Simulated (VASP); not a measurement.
# W (I4/mmm) in VASP: a series of runs

Runs on W. Level: PBE. Tasks: single point.

Everything below comes from runs of VASP 6.6.1. Logs are shortened: lines on timing, memory, paths and dates and some standing lists are left out, and cuts for length are marked.

## (1) The cell of the first run

Symmetry: I4/mmm, No. 139, tetragonal system. Conventional cell: a = 3.586 Å, b = 3.586 Å, c = 2.535 Å, α = 90.00°, β = 90.00°, γ = 90.00°. Within 3.3 Å of W (site symmetry 4/mmm) lie 10 W at 2.54 to 2.83 Å.

## (2) Single point, PBE

Input file INCAR:

```
ALGO = Fast
EDIFF = 1E-7
ENCUT = 520
GGA = PE
ISIF = 2
ISMEAR = 0
LASPH = T
LCHARG = F
LREAL = F
LWAVE = F
NBANDS = 13
NELM = 80
PREC = Accurate
SIGMA = 0.15
```

Input file KPOINTS:

```
k-points
0
Gamma
  24 24 24
```

Input file POSCAR:

```
W
1.0
   -1.7929988887      1.7929988887      1.2676502143
    1.7929988887     -1.7929988887      1.2676502143
    1.7929988887      1.7929988887     -1.2676502143
W
1
Direct
    0.0000000000      0.0000000000      0.0000000000
```

Potentials or basis: VASP PAW PBE potentials, release 64 (W_sv).

Started as:

```console
> cat potpaw_PBE.64/W_sv/POTCAR > POTCAR
> mpirun -np 1 vasp_std > vasp.out
```

OUTCAR:

```text
EDIFF = 1E-7
   ENCUT = 520
   GGA = PE
   ISIF = 2
   ISMEAR = 0
   LASPH = T
   LREAL = F
   NELM = 80
   PREC = Accurate

 ion  position               nearest neighbor table
   1  0.000  0.000  0.000-

  LATTYP: Found a body centered tetragonal cell.
 ALAT       =     3.5859977774
 C/A-ratio  =     0.7070000000

  Lattice vectors:

 A1 = (  -1.7929988887,   1.7929988887,   1.2676502143)
 A2 = (   1.7929988887,  -1.7929988887,   1.2676502143)
 A3 = (   1.7929988887,   1.7929988887,  -1.2676502143)

Analysis of symmetry for initial positions (statically):
=====================================================================
 Subroutine PRICEL returns:
 Original cell was already a primitive cell.

 Routine SETGRP: Setting up the symmetry group for a
 body centered tetragonal supercell.

 Subroutine GETGRP returns: Found 16 space group operations
 (whereof 16 operations were pure point group operations)
 out of a pool of 16 trial point group operations.

The static configuration has the point symmetry D_4h.

Analysis of symmetry for dynamics (positions and initial velocities):
=====================================================================
 Subroutine PRICEL returns:
 Original cell was already a primitive cell.

 Routine SETGRP: Setting up the symmetry group for a
 body centered tetragonal supercell.

 Subroutine GETGRP returns: Found 16 space group operations
 (whereof 16 operations were pure point group operations)
 out of a pool of 16 trial point group operations.

The dynamic configuration has the point symmetry D_4h.

 Subroutine INISYM returns: Found 16 space group operations
 (whereof 16 operations are pure point group operations),
 and found     1 'primitive' translations

----------------------------------------------------------------------------------------

                                     Primitive cell

  volume of cell :      16.3012

  direct lattice vectors                    reciprocal lattice vectors
    -1.792998889  1.792998889  1.267650214     0.000000000  0.278862415  0.394430573
     1.792998889 -1.792998889  1.267650214     0.278862415  0.000000000  0.394430573
     1.792998889  1.792998889 -1.267650214     0.278862415  0.278862415  0.000000000

  length of vectors
     2.834894548  2.834894548  2.834894548     0.483052506  0.483052506  0.394371009

  position of ions in fractional coordinates (direct lattice)
     0.000000000  0.000000000  0.000000000

  ion indices of the primitive-cell ions
[... 83 lines left out ...]
   TEBEG  =    0.0;   TEEND  =   0.0 temperature during run
   PSTRESS=    0.0 pullay stress
   NELECT =      14.0000    total number of electrons
   NUPDOWN=      -1.0000    fix difference up-down
   EMIN   =  10.00;   EMAX   =-10.00  energy-range for DOS
   EFERMI =   0.00;   METHOD = LEGACY
   ISMEAR =     0;   SIGMA  =   0.15  broadening in eV -4-tet -1-fermi 0-gaus
   EFERMI_NEDOS =   21; number of points for ismear=-14 and -15
   IALGO  =     68    algorithm
   IMIX   =      4    mixing-type and parameters
     AMIX     =   0.40;   BMIX     =  1.00
     AMIX_MAG =   1.60;   BMIX_MAG =  1.00
  volume/ion in A,a.u.               =      16.30       110.01
  Fermi-wavevector in a.u.,A,eV,Ry     =   1.556125  2.940649 32.946829  2.421524
  Thomas-Fermi vector in A             =   2.659966
   LORBIT       =      0    0 simple, 1 ext, 2 COOP (PROOUT), +10 PAW based schemes
   GGA     = PE    functional components
   LHFCALC =     F    Hartree Fock is set to
   AEXX    =    0.0000 exact exchange contribution
   IVDW    =     0    specifies the selected vdW correction
   LEPSILON=     F    determine dielectric tensor
   LRPA    =     F    only Hartree local field effects (RPA)
 non-spin polarized calculation
 RMM-DIIS sequential band-by-band and
 Gauss-broadening in eV      SIGMA  =   0.15
  energy-cutoff  :      520.00
  volume of cell :       16.30
 maximum number of plane-waves:       457
 NGX is ok and might be reduce to    24
   NGX = 11   NGY = 11   NGZ = 11

 number of electron      14.0000001 magnetization

 Free energy of the ion-electron system (eV)
  ---------------------------------------------------
  ext. energy  EPLUGINS =         0.00000000
  ---------------------------------------------------
  free energy    TOTEN  =       -12.25392300 eV

  energy without entropy =      -12.24705657  energy(sigma->0) =      -12.25048978

 E-fermi :  11.0438     XC(G=0): -13.4181

 val. band max:       11.0436346488   @ k =  -0.2500  -0.4167   0.2083
 cond. band min:      11.0447228275   @ k =   0.5000   0.3750   0.0417
 fundamental gap:      0.0010881788
 Fermi energy:        11.0437542806

 k-point     1 :       0.0000    0.0000    0.0000
  band No.  band energies     occupation
      1     -63.0905      2.00000
      2     -26.8727      2.00000
      3     -26.8727      2.00000
      4     -26.1234      2.00000
      5       1.6302      2.00000
      6       7.4812      2.00000
      7       9.1461      2.00000
      8      12.9427      0.00000
      9      12.9427      0.00000
     10      14.9075      0.00000
     11      24.1772      0.00000
     12      24.1772      0.00000
     13      32.2919      0.00000
[... 354 lines left out ...]
  band No.  band energies     occupation
      1     -62.8635      2.00000
      2     -28.1375      2.00000
      3     -27.1014      2.00000
      4     -26.9978      2.00000
      5       5.1526      2.00000
      6       6.6127      2.00000
      7      12.3973      0.00000
      8      13.1542      0.00000
      9      15.7715      0.00000
     10      16.9330      0.00000
     11      22.8259      0.00000
     12      24.1708      0.00000
     13      24.6432      0.00000

 [... further k-points ...]

------------------------ aborting loop because EDIFF is reached ----------------------------------------

  FORCE on cell =-STRESS in cart. coord.  units (eV):
  Direction    XX          YY          ZZ          XY          YZ          ZX
  --------------------------------------------------------------------------------------
  -------------------------------------------------------------------------------------
  Total       -0.1647883     -0.1647883      4.9097832      0.0000000     -0.0000000      0.0000000
  in kB      -16.1963667    -16.1963667    482.5623434      0.0000000     -0.0000000      0.0000000
  external PRESSURE =     150.0565367 kB  Pullay stress =       0.0000000 kB

 VOLUME and BASIS-vectors are now :
 -----------------------------------------------------------------------------
  energy-cutoff  :      520.00
  volume of cell :       16.30
      direct lattice vectors                 reciprocal lattice vectors
    -1.792998889  1.792998889  1.267650214     0.000000000  0.278862415  0.394430573
     1.792998889 -1.792998889  1.267650214     0.278862415  0.000000000  0.394430573
     1.792998889  1.792998889 -1.267650214     0.278862415  0.278862415  0.000000000

 POSITION                                       TOTAL-FORCE (eV/Angst)
 -----------------------------------------------------------------------------------
      0.00000      0.00000      0.00000         0.000000     -0.000000      0.000000
 -----------------------------------------------------------------------------------
    total drift:                                0.000000      0.000000     -0.000000

  FREE ENERGIE OF THE ION-ELECTRON SYSTEM (eV)
  ---------------------------------------------------
  free  energy   TOTEN  =       -12.2539230008 eV

  energy  without entropy=      -12.2470565660  energy(sigma->0) =      -12.25048978
```

OSZICAR:

```text
N       E                     dE             d eps       ncg     rms          rms(c)
DAV:   1     0.860827492215E+02    0.86083E+02   -0.74625E+03 27789   0.122E+03
DAV:   2    -0.111102247177E+02   -0.97193E+02   -0.93265E+02 30853   0.316E+02
DAV:   3    -0.128002940465E+02   -0.16901E+01   -0.16835E+01 31058   0.405E+01
DAV:   4    -0.128076675280E+02   -0.73735E-02   -0.73732E-02 30423   0.295E+00
DAV:   5    -0.128077342149E+02   -0.66687E-04   -0.66686E-04 31168   0.265E-01    0.207E+01
RMM:   6    -0.123763155009E+02    0.43142E+00   -0.32262E-01 29879   0.545E+00    0.902E+00
RMM:   7    -0.122560859169E+02    0.12023E+00   -0.26124E-01 30231   0.494E+00    0.694E-01
RMM:   8    -0.122538916456E+02    0.21943E-02   -0.13790E-02 34180   0.130E+00    0.204E-01
RMM:   9    -0.122538967907E+02   -0.51451E-05   -0.25323E-03 33791   0.602E-01    0.900E-02
RMM:  10    -0.122539182789E+02   -0.21488E-04   -0.37976E-04 35694   0.228E-01    0.125E-02
RMM:  11    -0.122539214709E+02   -0.31920E-05   -0.80910E-05 35578   0.106E-01    0.554E-03
RMM:  12    -0.122539224981E+02   -0.10272E-05   -0.21885E-05 35405   0.507E-02    0.117E-03
RMM:  13    -0.122539226618E+02   -0.16371E-06   -0.37294E-06 31406   0.213E-02    0.736E-04
RMM:  14    -0.122539230053E+02   -0.34343E-06   -0.12228E-06 26728   0.118E-02    0.805E-04
RMM:  15    -0.122539230008E+02    0.44454E-08   -0.22239E-07 23089   0.528E-03
   1 F= -.12253923E+02 E0= -.12250490E+02  d E =-.686643E-02
```

stdout:

```text
POSCAR found type information on POSCAR W
 POSCAR found :  1 types and       1 ions
 scaLAPACK will be used
 LDA part: xc-table for (Slater+PW92), standard interpolation
 POSCAR, INCAR and KPOINTS ok, starting setup
 FFT: planning ... GRIDC
 FFT: planning ... GRID_SOFT
 FFT: planning ... GRID
 WAVECAR not read
 entering main loop
WARNING in EDDRMM: call to ZHEGV failed, returncode =   8  4     13
WARNING in EDDRMM: call to ZHEGV failed, returncode =   6  3     13
WARNING in EDDRMM: call to ZHEGV failed, returncode =   8  4     13
WARNING in EDDRMM: call to ZHEGV failed, returncode =   6  3     12
WARNING in EDDRMM: call to ZHEGV failed, returncode =   8  4     13
WARNING in EDDRMM: call to ZHEGV failed, returncode =   8  4     13
WARNING in EDDRMM: call to ZHEGV failed, returncode =   6  3     12
```

It took 2.5 min on 1 thread of Intel Xeon 6975P-C, shared host; peak memory 0.32 GiB.

What came out:

```
Free energy            : -12.2539 eV
Pressure               : 15.0 GPa
Band gap on the k mesh : zero (bands 7 and 8 overlap by 7.19 eV)
```

Levels at points of the mesh, in eV from the Fermi level:
```tsv
k point	band 4	band 5	band 6	band 7	band 8	band 9	band 10	band 11
(0.00, 0.00, 0.00)	-37.17	-9.41	-3.56	-1.90	1.90	1.90	3.86	13.13
(0.50, 0.00, 0.00)	-38.04	-5.94	-4.46	1.54	2.20	4.64	5.83	11.71
(0.50, 0.50, 0.00)	-37.32	-6.31	-1.92	-0.95	0.97	1.15	5.89	8.91
(0.50, 0.50, 0.50)	-37.48	-5.92	-5.51	5.13	5.13	5.41	5.41	5.73
```

Caveat: the stress differs along the axes, from -2 to 48 GPa; spin-orbit coupling is left out, which moves the levels of the heavy elements.

## (3) Single point, PBE

Input file INCAR:

```
PREC     = Accurate       # precision mode
ENCUT    = 520            # plane-wave cutoff, eV
EDIFF    = 1E-6           # SCF threshold, eV
ISMEAR   = 0              # smearing method
SIGMA    = 0.15           # smearing width, eV
LREAL    = False          # projectors in reciprocal space
LASPH    = True           # aspherical terms in the spheres
NELM     = 100            # most SCF steps
ALGO     = Fast           # electronic algorithm
ISIF     = 2              # what is computed and relaxed
LWAVE    = False          # write WAVECAR
LCHARG   = False          # write CHGCAR
GGA      = PE             # functional
NBANDS   = 13             # bands
```

Input file KPOINTS:

```
Automatic mesh
0
Gamma
  24 24 24
```

Input file POSCAR:

```
W
1.0
   -1.6862172057      1.6862172057      1.4332846249
    1.6862172057     -1.6862172057      1.4332846249
    1.6862172057      1.6862172057     -1.4332846249
W
1
Direct
    0.0000000000      0.0000000000      0.0000000000
```

Potentials or basis: VASP PAW PBE potentials, release 64 (W_sv).

Started as:

```console
> cat potpaw_PBE.64/W_sv/POTCAR > POTCAR
> mpirun -np 1 vasp_std > vasp.out
```

OUTCAR:

```text
PREC = Accurate
   ENCUT = 520
   EDIFF = 1E-6
   ISMEAR = 0
   LREAL = False
   LASPH = True
   NELM = 100
   ISIF = 2
   GGA = PE

 ion  position               nearest neighbor table
   1  0.000  0.000  0.000-

  LATTYP: Found a body centered tetragonal cell.
 ALAT       =     3.3724344114
 C/A-ratio  =     0.8500000000

  Lattice vectors:

 A1 = (  -1.6862172057,   1.6862172057,   1.4332846249)
 A2 = (   1.6862172057,  -1.6862172057,   1.4332846249)
 A3 = (   1.6862172057,   1.6862172057,  -1.4332846249)
[... 564 lines left out ...]
     13      26.1670      0.00000

 [... further k-points ...]

------------------------ aborting loop because EDIFF is reached ----------------------------------------

  FORCE on cell =-STRESS in cart. coord.  units (eV):
  Direction    XX          YY          ZZ          XY          YZ          ZX
  --------------------------------------------------------------------------------------
  -------------------------------------------------------------------------------------
  Total       -1.1947870     -1.1947870      2.8989402      0.0000000      0.0000000     -0.0000000
  in kB     -117.4306881   -117.4306881    284.9248840      0.0000000      0.0000000     -0.0000000
  external PRESSURE =      16.6878359 kB  Pullay stress =       0.0000000 kB

 VOLUME and BASIS-vectors are now :
 -----------------------------------------------------------------------------
  energy-cutoff  :      520.00
  volume of cell :       16.30
      direct lattice vectors                 reciprocal lattice vectors
    -1.686217206  1.686217206  1.433284625     0.000000000  0.296521705  0.348849064
     1.686217206 -1.686217206  1.433284625     0.296521705  0.000000000  0.348849064
     1.686217206  1.686217206 -1.433284625     0.296521705  0.296521705  0.000000000

 POSITION                                       TOTAL-FORCE (eV/Angst)
 -----------------------------------------------------------------------------------
      0.00000      0.00000      0.00000        -0.000000      0.000000      0.000000
 -----------------------------------------------------------------------------------
    total drift:                                0.000000      0.000000     -0.000000

  FREE ENERGIE OF THE ION-ELECTRON SYSTEM (eV)
  ---------------------------------------------------
  free  energy   TOTEN  =       -12.6918702706 eV

  energy  without entropy=      -12.6835178169  energy(sigma->0) =      -12.68769404
```

Run time: 2 min. Hardware: 1 thread of Intel Xeon 6975P-C, shared host; peak memory 0.33 GiB.

Results:

```yaml
Free_energy: -12.6919 eV
Pressure: 1.7 GPa
Band_gap_on_the_k_mesh: zero (bands 7 and 8 overlap by 6.30 eV)
```

Stress tensor (GPa, compression positive):
```
-11.74   0.00   0.00
  0.00 -11.74   0.00
  0.00   0.00  28.49
```

Caveat: the stress differs along the axes, from -12 to 28 GPa; spin-orbit coupling is left out, which moves the levels of the heavy elements.

(Continued in part 2 of 2.)
